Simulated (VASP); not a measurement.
Input of a VASP 6.6.1 run:

Contents of INCAR:

```
PREC = Accurate ; ENCUT = 600
EDIFF = 1E-6 ; ISMEAR = 0
SIGMA = 0.1 ; LREAL = F
LASPH = T ; NELM = 60
ALGO = Normal ; ISIF = 3
LWAVE = F ; LCHARG = F
GGA = PE ; IBRION = 2
NSW = 90 ; EDIFFG = -0.04
```

KPOINTS

```
Automatic mesh
0
Gamma
  6 6 6
```

File POSCAR:

```
Si2P3
1.0
   -2.2843957700      2.2843957700      4.4211023700
    2.2843957700     -2.2843957700      4.4211023700
    2.2843957700      2.2843957700     -4.4211023700
Si P
2 3
Direct
    0.2136204200      0.2136204200      0.0000000000
    0.7863795800      0.7863795800      0.0000000000
    0.7500000000      0.2500000000      0.5000000000
    0.2500000000      0.7500000000      0.5000000000
    0.0000000000      0.0000000000      0.0000000000
```

Potentials or basis: VASP PAW PBE potentials, release 64 (Si, P).

Run with:

```bash
$ cat potpaw_PBE.64/Si/POTCAR potpaw_PBE.64/P/POTCAR > POTCAR
$ mpirun -np 1 vasp_std > vasp.out
```

(1) Estimate the relaxed cell.

(2) Predict the space group after relaxing (to 0.05 Å).

## Answers

(1) a = 6.293 Å, b = 6.293 Å, c = 6.293 Å, α = 136.98°, β = 136.98°, γ = 62.46°.

(2) I4/mmm (No. 139).
